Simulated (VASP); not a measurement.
Write the native input for VASP 6.6.1 that does the following.

| Property | Result |
| --- | --- |
| Task | single point |
| Functional | HSE06 |
| Potentials or basis | VASP PAW PBE potentials, release 64 (Ir) |
| Cutoff | 520 eV |
| k mesh | 5 × 5 × 3 |
| Occupations | fermi-dirac, width 0.05 eV |
| Spin | non-collinear spin, zero start, spin-orbit coupling |
| Starting moments | [[0.0, 0.0, 0.0], [0.0, 0.0, 0.0]] μB |
| Dipole correction | no |
| Grid for exact exchange (PRECFOCK) | Normal |
| Further INCAR settings | ALGO = Normal; EDIFF = 1e-07; NBANDS = 30 |
| Share of exact exchange | 0.25 |
| Screening parameter | 0.2079 1/Å |

The system is Ir.

```
Ir
1.0
     2.75138    0.00000    0.00000
    -1.37569    2.38276    0.00000
     0.00000    0.00000    4.46229
Ir
2
Direct
  0.33333 0.66667 0.25000
  0.66667 0.33333 0.75000
```

This isn't the form of Ir at room conditions, which is fcc.

The input as run:

POSCAR

```
Ir
1.0
    2.7513778946      0.0000000000      0.0000000000
   -1.3756889473      2.3827631521      0.0000000000
    0.0000000000      0.0000000000      4.4622900000
Ir
2
Direct
    0.3333333333      0.6666666667      0.2500000000
    0.6666666667      0.3333333333      0.7500000000
```

INCAR.step1

```
PREC     = Accurate       # precision mode
ENCUT    = 520            # plane-wave cutoff, eV
EDIFF    = 1E-5           # SCF threshold, eV
ISMEAR   = -1             # smearing method
SIGMA    = 0.05           # smearing width, eV
LREAL    = False          # projectors in reciprocal space
LASPH    = True           # aspherical terms in the spheres
NELM     = 150            # most SCF steps
ALGO     = Normal         # electronic algorithm
ISIF     = 2              # what is computed and relaxed
LWAVE    = True           # write WAVECAR
MAGMOM   = 0 0 0 0 0 0    # initial moments
LORBIT   = 11             # projections on sites
LSORBIT  = True           # spin-orbit coupling
GGA_COMPAT= False        
LORBMOM  = True         
LMAXMIX  = 4              # l up to which the mixer works
GGA      = PE             # functional
NBANDS   = 30             # bands
```

INCAR.step2

```
PREC     = Accurate       # precision mode
ENCUT    = 520            # plane-wave cutoff, eV
EDIFF    = 1E-7           # SCF threshold, eV
ISMEAR   = -1             # smearing method
SIGMA    = 0.05           # smearing width, eV
LREAL    = False          # projectors in reciprocal space
LASPH    = True           # aspherical terms in the spheres
NELM     = 150            # most SCF steps
ALGO     = Normal         # electronic algorithm
ISIF     = 2              # what is computed and relaxed
LWAVE    = False          # write WAVECAR
LCHARG   = True           # write CHGCAR
MAGMOM   = 0 0 0 0 0 0    # initial moments
LORBIT   = 11             # projections on sites
LSORBIT  = True           # spin-orbit coupling
GGA_COMPAT= False        
LORBMOM  = True         
LMAXMIX  = 4              # l up to which the mixer works
GGA      = PE             # functional
LHFCALC  = True           # exact exchange
HFSCREEN = 0.2079         # screening, 1/A
PRECFOCK = Normal       
LVHAR    = True         
ISTART   = 1            
NBANDS   = 30             # bands
```

KPOINTS

```
Automatic mesh
0
Gamma
  5 5 3
```

Potentials or basis: VASP PAW PBE potentials, release 64 (Ir).

Command:

```sh
$ cat potpaw_PBE.64/Ir/POTCAR > POTCAR
$ cp INCAR.step1 INCAR
$ mpirun -np 1 vasp_ncl > vasp.out
$ cp INCAR.step2 INCAR
$ mpirun -np 1 vasp_ncl > vasp.out
```

Results of the run:

The pressure is -8.3 GPa and the net moment is 0.00 μB per cell. The valence electrons inside the program's atomic spheres are Ir 8.30.

Caveat: the k points lie up to 0.53 Å⁻¹ apart; the PAW data sets were made with another functional, which shifts forces and pressure a little.

It took 92 min on 1 thread of Oxide Virtual Turin-like Processor (shared host), peak memory 0.29 GiB.
